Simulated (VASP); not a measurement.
# CsI (Pm-3m) in VASP: further runs

Aim: see how the results for CsI move with the level of theory and the settings. Levels: r2SCAN, PBE. Tasks: single point.

All numbers are computed with VASP 6.6.1; they aren't measurements. Logs are shortened: lines on timing, memory, paths and dates and some standing lists are left out, and cuts for length are marked.

## (1) The cell of the first run

The structure is cubic, space group Pm-3m (No. 221). Conventional cell: a = 4.608 Å, b = 4.608 Å, c = 4.608 Å, α = 90.00°, β = 90.00°, γ = 90.00°. Cs (site symmetry m-3m) has 8 I at 3.99 Å and 6 Cs at 4.61 Å within 5.2 Å. I (site symmetry m-3m) has 8 Cs at 3.99 Å and 6 I at 4.61 Å within 5.2 Å.

## (2) Single point, r2SCAN

POSCAR

```
CsI
1.0
    4.6080836004      0.0000000000      0.0000000000
    0.0000000000      4.6080836004      0.0000000000
    0.0000000000      0.0000000000      4.6080836004
Cs I
1 1
Direct
    0.0000000000      0.0000000000      0.0000000000
    0.5000000000      0.5000000000      0.5000000000
```

INCAR.step1

```
SYSTEM = CsI
  PREC = Accurate
  ENCUT = 550
  ISMEAR = 0
  SIGMA = 0.01
  LREAL = .False.
  LASPH = .True.
  NELM = 120
  NBANDS = 15
  GGA = PE
  ALGO = Normal
  EDIFF = 1E-5
  LWAVE = .True.
  LCHARG = .False.
  GGA_COMPAT = .False.
```

INCAR.step2

```
SYSTEM = CsI
  PREC = Accurate
  ENCUT = 550
  EDIFF = 1E-6
  ISMEAR = 0
  SIGMA = 0.01
  LREAL = .False.
  LASPH = .True.
  NELM = 120
  ALGO = Normal
  ISIF = 2
  LWAVE = .False.
  LCHARG = .False.
  METAGGA = R2SCAN
  LMIXTAU = .True.
  NBANDS = 15
  ISTART = 1
  GGA_COMPAT = .False.
```

KPOINTS

```
regular mesh
0
Gamma
  4 4 4
  0 0 0
```

Potentials or basis: VASP PAW PBE potentials, release 64 (Cs_sv, I).

The run is started by

```sh
cat potpaw_PBE.64/Cs_sv/POTCAR potpaw_PBE.64/I/POTCAR > POTCAR
cp INCAR.step1 INCAR
mpirun -np 1 vasp_std > vasp.out
cp INCAR.step2 INCAR
mpirun -np 1 vasp_std > vasp.out
```

OUTCAR:

```text
SYSTEM = CsI
   PREC = Accurate
   ENCUT = 550
   EDIFF = 1E-6
   ISMEAR = 0
   LREAL = .False.
   LASPH = .True.
   NELM = 120
   ISIF = 2
   METAGGA = R2SCAN
   ISTART = 1

 ion  position               nearest neighbor table
   1  0.000  0.000  0.000-
   2  0.500  0.500  0.500-

  LATTYP: Found a simple cubic cell.
 ALAT       =     4.6080836004

  Lattice vectors:

 A1 = (   4.6080836004,   0.0000000000,   0.0000000000)
 A2 = (   0.0000000000,   4.6080836004,   0.0000000000)
 A3 = (   0.0000000000,   0.0000000000,   4.6080836004)

Analysis of symmetry for initial positions (statically):
=====================================================================
 Subroutine PRICEL returns:
 Original cell was already a primitive cell.

 Routine SETGRP: Setting up the symmetry group for a
 simple cubic supercell.

 Subroutine GETGRP returns: Found 48 space group operations
 (whereof 48 operations were pure point group operations)
 out of a pool of 48 trial point group operations.

The static configuration has the point symmetry O_h .

Analysis of symmetry for dynamics (positions and initial velocities):
=====================================================================
 Subroutine PRICEL returns:
 Original cell was already a primitive cell.

 Routine SETGRP: Setting up the symmetry group for a
 simple cubic supercell.

 Subroutine GETGRP returns: Found 48 space group operations
 (whereof 48 operations were pure point group operations)
 out of a pool of 48 trial point group operations.

The dynamic configuration has the point symmetry O_h .

 Subroutine INISYM returns: Found 48 space group operations
 (whereof 48 operations are pure point group operations),
 and found     1 'primitive' translations

----------------------------------------------------------------------------------------

                                     Primitive cell

  volume of cell :      97.8500

  direct lattice vectors                    reciprocal lattice vectors
     4.608083600  0.000000000  0.000000000     0.217009952  0.000000000  0.000000000
     0.000000000  4.608083600  0.000000000     0.000000000  0.217009952  0.000000000
     0.000000000  0.000000000  4.608083600     0.000000000  0.000000000  0.217009952

  length of vectors
     4.608083600  4.608083600  4.608083600     0.217009952  0.217009952  0.217009952

  position of ions in fractional coordinates (direct lattice)
     0.000000000  0.000000000  0.000000000
     0.500000000  0.500000000  0.500000000

  ion indices of the primitive-cell ions
   primitive index   ion index
                 1           1
                 2           2

----------------------------------------------------------------------------------------

 KPOINTS: regular mesh

Automatic generation of k-mesh.
 Grid dimensions read from file:
 generate k-points for:    4    4    4

 Generating k-lattice:

  Cartesian coordinates                     Fractional coordinates (reciprocal lattice)
     0.054252488  0.000000000  0.000000000     0.250000000  0.000000000  0.000000000
     0.000000000  0.054252488  0.000000000     0.000000000  0.250000000  0.000000000
     0.000000000  0.000000000  0.054252488     0.000000000  0.000000000  0.250000000

  Length of vectors
     0.054252488  0.054252488  0.054252488

  Shift w.r.t. Gamma in fractional coordinates (k-lattice)
     0.000000000  0.000000000  0.000000000

 Subroutine IBZKPT returns following result:
 ===========================================

 Found     10 irreducible k-points:

 Following reciprocal coordinates:
            Coordinates               Weight
  0.000000  0.000000  0.000000      1.000000
  0.250000  0.000000  0.000000      6.000000
  0.500000  0.000000  0.000000      3.000000
  0.250000  0.250000  0.000000     12.000000
  0.500000  0.250000  0.000000     12.000000
  0.500000  0.500000  0.000000      3.000000
  0.250000  0.250000  0.250000      8.000000
  0.500000  0.250000  0.250000     12.000000
  0.500000  0.500000  0.250000      6.000000
  0.500000  0.500000  0.500000      1.000000
   k-points           NKPTS =     10   k-points in BZ     NKDIM =     10   number of bands    NBANDS=     15
   number of dos      NEDOS =    301   number of ions     NIONS =      2
   total plane-waves  NPLWV =  46656
   dimension x,y,z NGX =    36 NGY =   36 NGZ =   36
   dimension x,y,z NGXF=    72 NGYF=   72 NGZF=   72
   ions per type =               1   1
   NGX,Y,Z   is equivalent  to a cutoff of  12.99, 12.99, 12.99 a.u.
   NGXF,Y,Z  is equivalent  to a cutoff of  25.98, 25.98, 25.98 a.u.
 SYSTEM =  CsI
   PREC   = accura    normal or accurate (medium, high low for compatibility)
   ISTART =      1    job   : 0-new  1-cont  2-samecut
   ICHARG =      0    charge: 1-file 2-atom 10-const
   ISPIN  =      1    spin polarized calculation?
   LNONCOLLINEAR =      F non collinear calculations
   LSORBIT =      F    spin-orbit coupling
   LASPH  =      T    aspherical Exc in radial PAW
   ENCUT  =  550.0 eV  40.42 Ry    6.36 a.u.   8.81  8.81  8.81*2*pi/ulx,y,z
   NELM   =    120;   NELMIN=  2; NELMDL=  0     # of ELM steps
   EDIFF  = 0.1E-05   stopping-criterion for ELM
   LREAL  =      F    real-space projection
   EDIFFG = 0.1E-04   stopping-criterion for IOM
   NSW    =      0    number of steps for IOM
   IBRION =     -1    ionic relax: 0-MD 1-quasi-New 2-CG
   NFREE  =      0    steps in history (QN), initial steepest desc. (CG)
   ISIF   =      2    stress and relaxation
   ISYM   =      2    0-nonsym 1-usesym 2-fastsym
   POTIM  = 0.5000    time-step for ionic-motion
   TEBEG  =    0.0;   TEEND  =   0.0 temperature during run
   PSTRESS=    0.0 pullay stress
   NELECT =      16.0000    total number of electrons
   NUPDOWN=      -1.0000    fix difference up-down
   EMIN   =  10.00;   EMAX   =-10.00  energy-range for DOS
   EFERMI =   0.00;   METHOD = LEGACY
   ISMEAR =     0;   SIGMA  =   0.01  broadening in eV -4-tet -1-fermi 0-gaus
   EFERMI_NEDOS =   21; number of points for ismear=-14 and -15
   IALGO  =     38    algorithm
   IMIX   =      4    mixing-type and parameters
     AMIX     =   0.40;   BMIX     =  1.00
     AMIX_MAG =   1.60;   BMIX_MAG =  1.00
  volume/ion in A,a.u.               =      48.93       330.16
  Fermi-wavevector in a.u.,A,eV,Ry     =   0.895216  1.691713 10.903867  0.801412
  Thomas-Fermi vector in A             =   2.017520
   LORBIT       =      0    0 simple, 1 ext, 2 COOP (PROOUT), +10 PAW based schemes
   METAGGA = R2SCAN    functional components
   LHFCALC =     F    Hartree Fock is set to
   AEXX    =    0.0000 exact exchange contribution
   IVDW    =     0    specifies the selected vdW correction
   LEPSILON=     F    determine dielectric tensor
   LRPA    =     F    only Hartree local field effects (RPA)
 non-spin polarized calculation
 Gauss-broadening in eV      SIGMA  =   0.01
  energy-cutoff  :      550.00
  volume of cell :       97.85
 maximum number of plane-waves:      2897
 NGX is ok and might be reduce to    36
   NGX = 17   NGY = 17   NGZ = 17

 number of electron      16.0000002 magnetization

 Free energy of the ion-electron system (eV)
  ---------------------------------------------------
  ext. energy  EPLUGINS =         0.00000000
  ---------------------------------------------------
  free energy    TOTEN  =       -53.12394576 eV

  energy without entropy =      -53.12394576  energy(sigma->0) =      -53.12394576

 E-fermi :   0.4717     XC(G=0):  -8.0003

 val. band max:        0.3538454355   @ k =   0.5000   0.5000   0.0000
 cond. band min:       4.8517130486   @ k =   0.0000   0.0000   0.0000
 fundamental gap:      4.4978676130
 Fermi energy:         0.4716696361

 k-point     1 :       0.0000    0.0000    0.0000
  band No.  band energies     occupation
      1     -20.6452      2.00000
      2     -10.5697      2.00000
      3      -6.9761      2.00000
      4      -6.9761      2.00000
      5      -6.9761      2.00000
      6       0.2616      2.00000
      7       0.2616      2.00000
      8       0.2616      2.00000
      9       4.8517      0.00000
     10       5.0033      0.00000
     11       5.0033      0.00000
     12       8.6967      0.00000
     13       8.6967      0.00000
     14       8.6967      0.00000
     15      11.0564      0.00000

 k-point     2 :       0.2500    0.0000    0.0000
  band No.  band energies     occupation
      1     -20.6337      2.00000
      2     -10.5734      2.00000
      3      -7.0431      2.00000
      4      -6.9475      2.00000
      5      -6.9475      2.00000
      6      -0.5339      2.00000
      7       0.1967      2.00000
      8       0.1967      2.00000
      9       5.3713      0.00000
     10       5.9086      0.00000
     11       6.2717      0.00000
     12       8.5945      0.00000
     13       8.5945      0.00000
     14       8.9713      0.00000
     15       9.1388      0.00000

 k-point     3 :       0.5000    0.0000    0.0000
  band No.  band energies     occupation
      1     -20.6221      2.00000
      2     -10.5800      2.00000
      3      -7.0959      2.00000
      4      -6.9184      2.00000
      5      -6.9184      2.00000
      6      -1.1355      2.00000
      7       0.1291      2.00000
      8       0.1291      2.00000
      9       6.0166      0.00000
     10       7.3789      0.00000
     11       7.5740      0.00000
     12       7.7164      0.00000
     13       8.8258      0.00000
     14       8.8258      0.00000
     15       9.3588      0.00000

 k-point     4 :       0.2500    0.2500    0.0000
  band No.  band energies     occupation
      1     -20.6228      2.00000
      2     -10.5332      2.00000
      3      -7.1474      2.00000
      4      -7.0124      2.00000
      5      -6.9243      2.00000
      6      -0.5449      2.00000
      7      -0.1918      2.00000
      8       0.2180      2.00000
      9       5.8349      0.00000
     10       6.1684      0.00000
     11       6.8988      0.00000
     12       7.6784      0.00000
     13       8.5710      0.00000
     14       8.8835      0.00000
     15       9.6460      0.00000

 k-point     5 :       0.5000    0.2500    0.0000
  band No.  band energies     occupation
      1     -20.6118      2.00000
      2     -10.4938      2.00000
      3      -7.1986      2.00000
      4      -7.1229      2.00000
      5      -6.9008      2.00000
      6      -0.8237      2.00000
      7      -0.2210      2.00000
      8       0.2370      2.00000
      9       5.7859      0.00000
     10       6.4470      0.00000
     11       7.6994      0.00000
     12       7.7451      0.00000
     13       7.8007      0.00000
     14       9.1332      0.00000
     15       9.9464      0.00000

 k-point     6 :       0.5000    0.5000    0.0000
  band No.  band energies     occupation
      1     -20.6014      2.00000
      2     -10.4006      2.00000
      3      -7.3113      2.00000
      4      -7.3113      2.00000
      5      -6.8830      2.00000
      6      -0.5028      2.00000
      7      -0.5028      2.00000
      8       0.3538      2.00000
      9       5.1103      0.00000
     10       5.8552      0.00000
     11       7.0172      0.00000
     12       7.0172      0.00000
     13      10.4508      0.00000
     14      10.4719      0.00000
     15      10.6294      0.00000

 k-point     7 :       0.2500    0.2500    0.2500
  band No.  band energies     occupation
      1     -20.6123      2.00000
      2     -10.4791      2.00000
      3      -7.1080      2.00000
      4      -7.1080      2.00000
      5      -7.0311      2.00000
      6      -0.3417      2.00000
      7      -0.3155      2.00000
      8      -0.3155      2.00000
      9       6.7987      0.00000
     10       6.7987      0.00000
     11       7.1489      0.00000
     12       7.2240      0.00000
     13       7.9040      0.00000
     14       7.9040      0.00000
     15      11.2414      0.00000

 k-point     8 :       0.5000    0.2500    0.2500
  band No.  band energies     occupation
      1     -20.6018      2.00000
      2     -10.4236      2.00000
      3      -7.2267      2.00000
      4      -7.1068      2.00000
      5      -7.0676      2.00000
      6      -0.7517      2.00000
      7      -0.4409      2.00000
      8      -0.1227      2.00000
      9       6.4138      0.00000
     10       6.7570      0.00000
     11       6.7766      0.00000
     12       8.2436      0.00000
     13       8.7556      0.00000
     14       8.8680      0.00000
     15      10.6838      0.00000

 k-point     9 :       0.5000    0.5000    0.2500
  band No.  band energies     occupation
      1     -20.5917      2.00000
      2     -10.3493      2.00000
      3      -7.2614      2.00000
      4      -7.2614      2.00000
      5      -7.0510      2.00000
      6      -0.7040      2.00000
      7      -0.7040      2.00000
      8      -0.3537      2.00000
      9       6.2128      0.00000
     10       7.2909      0.00000
     11       7.3124      0.00000
     12       7.3124      0.00000
     13       9.8957      0.00000
     14       9.8957      0.00000
     15      10.5309      0.00000

 k-point    10 :       0.5000    0.5000    0.5000
  band No.  band energies     occupation
      1     -20.5819      2.00000
      2     -10.2963      2.00000
      3      -7.2097      2.00000
      4      -7.2097      2.00000
      5      -7.2097      2.00000
      6      -0.9000      2.00000
      7      -0.9000      2.00000
      8      -0.9000      2.00000
      9       8.0090      0.00000
     10       8.0090      0.00000
     11       8.0090      0.00000
     12       8.7551      0.00000
     13       8.7551      0.00000
     14       8.7551      0.00000
     15      10.6092      0.00000

------------------------ aborting loop because EDIFF is reached ----------------------------------------

  FORCE on cell =-STRESS in cart. coord.  units (eV):
  Direction    XX          YY          ZZ          XY          YZ          ZX
  --------------------------------------------------------------------------------------
  -------------------------------------------------------------------------------------
  Total        0.0395643      0.0395643      0.0395643     -0.0000000     -0.0000000      0.0000000
  in kB        0.6478184      0.6478184      0.6478184     -0.0000000     -0.0000000      0.0000000
  external PRESSURE =       0.6478184 kB  Pullay stress =       0.0000000 kB

 VOLUME and BASIS-vectors are now :
 -----------------------------------------------------------------------------
  energy-cutoff  :      550.00
  volume of cell :       97.85
      direct lattice vectors                 reciprocal lattice vectors
     4.608083600  0.000000000  0.000000000     0.217009952  0.000000000  0.000000000
     0.000000000  4.608083600  0.000000000     0.000000000  0.217009952  0.000000000
     0.000000000  0.000000000  4.608083600     0.000000000  0.000000000  0.217009952

 POSITION                                       TOTAL-FORCE (eV/Angst)
 -----------------------------------------------------------------------------------
      0.00000      0.00000      0.00000         0.000000      0.000000      0.000000
      2.30404      2.30404      2.30404         0.000000      0.000000      0.000000
 -----------------------------------------------------------------------------------
    total drift:                                0.000000      0.000000      0.000000

  FREE ENERGIE OF THE ION-ELECTRON SYSTEM (eV)
  ---------------------------------------------------
  free  energy   TOTEN  =       -53.1239457601 eV

  energy  without entropy=      -53.1239457601  energy(sigma->0) =      -53.12394576
```

Run time: 1.8 min. Hardware: 1 thread of Intel Xeon 8259CL, shared host; peak memory 0.22 GiB.

What came out:

```
Free energy            : -53.1239 eV
Pressure               : 0.1 GPa
Band gap on the k mesh : 4.50 eV (least direct gap 4.59 eV)
```

Caveat: the PAW data sets were made with another functional, which shifts forces and pressure a little; spin-orbit coupling is left out, which moves the levels of the heavy elements. r2SCAN opens gaps a little over a GGA but as a rule still falls short of measured ones.

[end of part 1 of 3]
